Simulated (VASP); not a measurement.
The system is BaTiO3.

```
Ba Ti O
1.0
     3.91815    0.00000    0.00000
     0.00000    3.91815    0.00000
     0.00000    0.00000    3.93598
Ba Ti O
1 1 3
Direct
  0.00000 0.00000 0.00000
  0.50000 0.50000 0.49000
  0.00000 0.50000 0.51700
  0.50000 0.00000 0.51700
  0.50000 0.50000 0.01900
```

Base run:

```yaml
Program: VASP 6.6.1
Functional: revPBE
Dispersion: D4
Potentials_or_basis: VASP PAW PBE potentials, release 64 (Ba_sv, Ti_sv, O)
Cutoff: 520 eV
k_mesh: 7 × 7 × 7
Occupations: fermi-dirac, width 0.05 eV
Spin: no spin polarisation
```

Its results: band gap on the k mesh 2.03 eV, indirect (least direct gap 2.16 eV); pressure 13.8 GPa; largest force 0.164 eV/Å.

Problem. The run is repeated on the same cell with these changes: functional from revPBE to BLYP. What comes out?

Solution. Band gap on the k mesh 2.03 eV, indirect (least direct gap 2.16 eV); pressure 17.2 GPa; largest force 0.256 eV/Å.

Caveats: the PAW data sets were made with another functional, which shifts forces and pressure a little; spin-orbit coupling is left out, which moves the levels of the heavy elements.

A k mesh can miss the band edges.
